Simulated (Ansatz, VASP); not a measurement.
# One calculation of BeTe, two programs

File POSCAR:

```
BeTe
1.0
    0.0000000000      2.7844971001      2.7844971001
    2.7844971001      0.0000000000      2.7844971001
    2.7844971001      2.7844971001      0.0000000000
Be Te
1 1
Direct
    0.0000000000      0.0000000000      0.0000000000
    0.2500000000      0.2500000000      0.2500000000
```

File INCAR.step1:

```
PREC = Accurate
ENCUT = 520
ISMEAR = 0
SIGMA = 0.01
LREAL = F
LASPH = T
NELM = 100
NBANDS = 11
GGA = PE
ALGO = Normal
EDIFF = 1E-4
LWAVE = T
LCHARG = F
```

The input INCAR.step2:

```
PREC = Accurate
ENCUT = 520
EDIFF = 1E-6
ISMEAR = 0
SIGMA = 0.01
LREAL = F
LASPH = T
NELM = 100
ALGO = Normal
ISIF = 2
LWAVE = F
LCHARG = F
METAGGA = R2SCAN
LMIXTAU = T
NBANDS = 11
ISTART = 1
```

The input KPOINTS:

```
regular mesh
0
Gamma
  8 8 8
```

Input for Ansatz:

```yaml
crystal:
  lattice:
    - [0.0, 2.7844971001, 2.7844971001]
    - [2.7844971001, 0.0, 2.7844971001]
    - [2.7844971001, 2.7844971001, 0.0]
  atoms:
    - { symbol: Be, position: [0.0, 0.0, 0.0] }
    - { symbol: Te, position: [0.25, 0.25, 0.25] }
kpoints:
  mp_grid: { grid: [8, 8, 8] }
  band_path:
    path:
      - [0.0, 0.0, 0.0]
      - [-0.5, -0.5, 0.0]
      - [-0.375, -0.375, 0.25]
      - [-0.375, 0.0, 0.375]
      - [0.0, 0.0, 0.5]
      - [-0.5, -0.25, 0.25]
      - [0.0, 0.5, 0.5]
    npoints: 1
hamiltonian:
  xc: r2scan
scf:
  occupations: { method: fixed }
  n_extra_bands: 4
output:
  forces: true
  stress: true
  eigenvalues: true
```

Change from the starting cell: hydrostatic strain -1.6%.

Alike in both runs: task single point; functional r2SCAN; k mesh 8 × 8 × 8; no spin polarisation.

|  | VASP | Ansatz |
| --- | --- | --- |
| version | VASP 6.6.1 | Ansatz 0.2.0 |
| potentials or method | VASP PAW PBE potentials, release 64 (Be, Te) | plane waves, PAW |
| plane-wave cutoff (eV) | 520 | 500 |
| occupations | gaussian, width 0.01 eV | fixed |
| valence electrons in the cell | 8 | 18 |

```tsv
	VASP	Ansatz	Ansatz less VASP
gap on the k mesh at the Fermi level (eV)	2.25	2.26	+0.009
pressure (GPa)	3.3	3.1	-0.21
```

VASP's potentials were made for PBE, not for r2SCAN. VASP's potentials hold 8 valence electrons a cell and Ansatz's 18, so a difference there can come from the potentials and not from the codes.

Spin-orbit coupling is off throughout.
